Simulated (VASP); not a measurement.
Write the native input for VASP 6.6.1 that does the following.

```yaml
Task: electric field gradients
Functional: PBE
Potentials_or_basis: VASP PAW PBE potentials, release 64 (Zr_sv, N)
Cutoff: 520 eV
k_mesh: 9 × 9 × 9
Occupations: fermi-dirac, width 0.01 eV
Spin: non-collinear spin, zero start, spin-orbit coupling
Starting_moments: "[[0.0, 0.0, 0.0], [0.0, 0.0, 0.0]] μB"
Dipole_correction: no
Further_INCAR_settings: ALGO = Normal; EDIFF = 1e-08; NBANDS = 29
```

The structure of ZrN lies in POSCAR:

```
ZrN
1.0
    0.0000000000      2.2842300000      2.2842300000
    2.2842300000      0.0000000000      2.2842300000
    2.2842300000      2.2842300000      0.0000000000
Zr N
1 1
Direct
    0.0000000000      0.0000000000      0.0000000000
    0.5000000000      0.5000000000      0.5000000000
```

These files were run (other wordings do the same):

INCAR

```
SYSTEM = ZrN
  PREC = Accurate
  ENCUT = 520
  EDIFF = 1E-8
  ISMEAR = -1
  SIGMA = 0.01
  LREAL = .FALSE.
  LASPH = .TRUE.
  NELM = 200
  ALGO = Normal
  ISIF = 2
  LWAVE = .FALSE.
  LCHARG = .FALSE.
  MAGMOM = 0 0 0 0 0 0
  LORBIT = 11
  LSORBIT = .TRUE.
  GGA_COMPAT = .FALSE.
  LORBMOM = .TRUE.
  LMAXMIX = 4
  GGA = PE
  LEFG = .TRUE.
  NBANDS = 29
```

KPOINTS

```
Automatic mesh
0
G
  9 9 9
  0 0 0
```

Potentials or basis: VASP PAW PBE potentials, release 64 (Zr_sv, N).

The run is started by

```sh
$ cat potpaw_PBE.64/Zr_sv/POTCAR potpaw_PBE.64/N/POTCAR > POTCAR
$ mpirun -np 1 vasp_ncl > vasp.out
```

It gave:

The pressure is 4.7 GPa, the net moment is 0.00 μB per cell and the largest electric field gradient by atom is zero within the noise of the run. The valence electrons inside the program's atomic spheres are Zr 9.88; N 3.73.

Caveat: the cell stands under pressure.

Run time: 100 s on 1 thread of AMD EPYC 7R13, on a shared host, peak memory 0.19 GiB.
